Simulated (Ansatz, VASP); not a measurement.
**Two plane-wave programs on MgO**

Contents of INCAR:

```
ALGO = Normal
EDIFF = 1E-6
ENCUT = 520
GGA = PS
ISIF = 2
ISMEAR = 0
LASPH = T
LCHARG = T
LELF = T
LREAL = F
LVHAR = T
LWAVE = F
NBANDS = 16
NELM = 100
PREC = Accurate
SIGMA = 0.02
```

KPOINTS

```
k-points
0
Gamma
  9 9 6
```

File POSCAR:

```
MgO
1.0
    3.3077869865      0.0000000000      0.0000000000
   -1.6538934933      2.8646275606      0.0000000000
    0.0000000000      0.0000000000      4.9828816700
Mg O
2 2
Direct
    0.3333333300      0.6666666700      0.0021597400
    0.6666666700      0.3333333300      0.5021597400
    0.3987868649      0.7975737398      0.4024402600
    0.6666666700      0.3333333300      0.9024402600
```

Input for Ansatz:

```yaml
crystal:
  lattice:
    - [3.3077869865, 0.0, 0.0]
    - [-1.6538934933, 2.8646275606, 0.0]
    - [0.0, 0.0, 4.98288167]
  atoms:
    - { symbol: Mg, position: [0.33333333, 0.66666667, 0.00215974] }
    - { symbol: Mg, position: [0.66666667, 0.33333333, 0.50215974] }
    - { symbol: O, position: [0.3987868649, 0.7975737398, 0.40244026] }
    - { symbol: O, position: [0.66666667, 0.33333333, 0.90244026] }
basis:
  ecutwfc: 420
kpoints:
  mp_grid: { grid: [9, 9, 6] }
hamiltonian:
  xc: pbesol
scf:
  occupations: { method: gaussian, width: 0.02 }
output:
  forces: true
  stress: true
  eigenvalues: true
```

Change from the starting cell: one atom moved.

Alike in both runs: task single point; functional PBEsol; k mesh 9 × 9 × 6; occupations gaussian, width 0.02 eV; no spin polarisation.

|  | VASP | Ansatz |
| --- | --- | --- |
| version | VASP 6.6.1 | Ansatz 0.2.0 |
| potentials or method | VASP PAW PBE potentials, release 64 (Mg, O), cutoff 520 eV | scalar-relativistic, plane waves, PAW |
| valence electrons in the cell | 16 | 32 |

VASP gave:

| Property | Result |
| --- | --- |
| gap on the k mesh at the Fermi level (eV) | 3.19 |
| least direct gap on the mesh (eV) | 3.19 |
| pressure (GPa) | 10.3 |
| traceless stress, the component that is largest in VASP (GPa) | 23.09 |
| rms of the force components (eV/Å) | 3.569 |

**Question.** What did Ansatz give for the same quantities?

**Answer.** gap on the k mesh at the Fermi level (eV): 3.19; least direct gap on the mesh (eV): 3.19; pressure (GPa): 10.0; traceless stress, the component that is largest in VASP (GPa): 22.11; rms of the force components (eV/Å): 3.438.

VASP's potentials were made for PBE, not for PBEsol. Atom by atom the forces differ by 0.132 eV/Å (rms over components). VASP's potentials hold 16 valence electrons a cell and Ansatz's 32, so a difference there can come from the potentials and not from the codes.
